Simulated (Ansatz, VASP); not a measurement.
## Ir: VASP beside Ansatz

```
Ir
1.0
     2.71074    0.00000    0.00000
    -1.35537    2.34757    0.00000
     0.00000    0.00000    8.84743
Ir
4
Cartesian
  0.0000 0.0000 0.0000
  0.0000 1.5650 2.2119
  0.0000 0.0000 4.4237
  1.3554 0.7825 6.6356
```

Alike in both runs: functional PBEsol; k mesh 18 × 18 × 6; occupations gaussian, width 0.1 eV; no spin polarisation.

Ansatz relaxed the structure, and its values are those at the end. VASP's run is a single point on that final structure, the one shown.

|  | VASP | Ansatz |
| --- | --- | --- |
| version | VASP 6.6.1 | Ansatz 0.2.0 |
| potentials or method | VASP PAW PBE potentials, release 64 (Ir), cutoff 520 eV | scalar-relativistic, plane waves, PAW |
| valence electrons in the cell | 36 | 68 |

|  | VASP | Ansatz | Ansatz less VASP |
| --- | --- | --- | --- |
| gap on the k mesh at the Fermi level (eV) | none | none | - |
| pressure (GPa) | 1.4 | 0.0 | -1.38 |

VASP's potentials were made for PBE, not for PBEsol. A gap of «none» marks a metal or a gap that the smearing closes. VASP's potentials hold 36 valence electrons a cell and Ansatz's 68, so a difference there can come from the potentials and not from the codes.

Neither program's run includes spin-orbit coupling.
